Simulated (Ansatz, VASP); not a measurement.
Two plane-wave programs on In4Sb

The input INCAR:

```
SYSTEM = In4Sb
ALGO = Fast
EDIFF = 1E-6
EDIFFG = -0.01
ENCUT = 600
GGA = PE
IBRION = 2
ISIF = 3
ISMEAR = 0
LASPH = .TRUE.
LCHARG = .FALSE.
LREAL = .FALSE.
LWAVE = .FALSE.
NELM = 80
NSW = 100
PREC = Accurate
SIGMA = 0.1
```

Contents of KPOINTS:

```
k-points
0
G
  8 8 8
  0 0 0
```

File POSCAR:

```
In4Sb
1.0
    5.5469417752      0.0000000000      0.0000000000
    0.0000000000      5.5469417752      0.0000000000
    0.0000000000      0.0000000000      5.5469417752
In Sb
4 1
Direct
    0.0000000000      0.5000000000      0.5000000000
    0.5000000000      0.0000000000      0.5000000000
    0.5000000000      0.5000000000      0.0000000000
    0.5000000000      0.5000000000      0.5000000000
    0.0000000000      0.0000000000      0.0000000000
```

Input for Ansatz:

```yaml
crystal:
  lattice:
    - [5.5469417752, 0.0, 0.0]
    - [0.0, 5.5469417752, 0.0]
    - [0.0, 0.0, 5.5469417752]
  atoms:
    - { symbol: In, position: [0.0, 0.5, 0.5] }
    - { symbol: In, position: [0.5, 0.0, 0.5] }
    - { symbol: In, position: [0.5, 0.5, 0.0] }
    - { symbol: In, position: [0.5, 0.5, 0.5] }
    - { symbol: Sb, position: [0.0, 0.0, 0.0] }
basis:
  ecutwfc: 420
kpoints:
  mp_grid: { grid: [8, 8, 8] }
hamiltonian:
  xc: pbe
scf:
  occupations: { method: gaussian, width: 0.1 }
output:
  forces: true
  stress: true
  eigenvalues: true
relax:
  adjacent_minimum: "off"
  f_tol: 0.01
  max_steps: 80
  cell: { stress_tol: 0.05 }
```

Alike in both runs: task relaxation of cell and atoms; functional PBE; k mesh 8 × 8 × 8; occupations gaussian, width 0.1 eV; no spin polarisation.

|  | VASP | Ansatz |
| --- | --- | --- |
| version | VASP 6.6.1 | Ansatz 0.2.0 |
| potentials or method | VASP PAW PBE potentials, release 64 (In_d, Sb), cutoff 600 eV | scalar-relativistic, plane waves, PAW |
| valence electrons in the cell | 57 | 67 |

Ansatz gave:

```
gap on the k mesh at the Fermi level, each at its own relaxed structure (eV) : none
relaxed volume (Å³/atom)                                                     : 34.77
relaxed length of the cell vector where the two differ most in proportion (Å)              : 5.581
```

Which values does VASP return?

gap on the k mesh at the Fermi level, each at its own relaxed structure (eV): none; relaxed volume (Å³/atom): 34.82; relaxed length of the cell vector where the two differ most in proportion (Å): 5.584.

A gap of «none» marks a metal or a gap that the smearing closes. VASP's potentials hold 57 valence electrons a cell and Ansatz's 67, so a difference there can come from the potentials and not from the codes.

Neither program's run includes spin-orbit coupling.
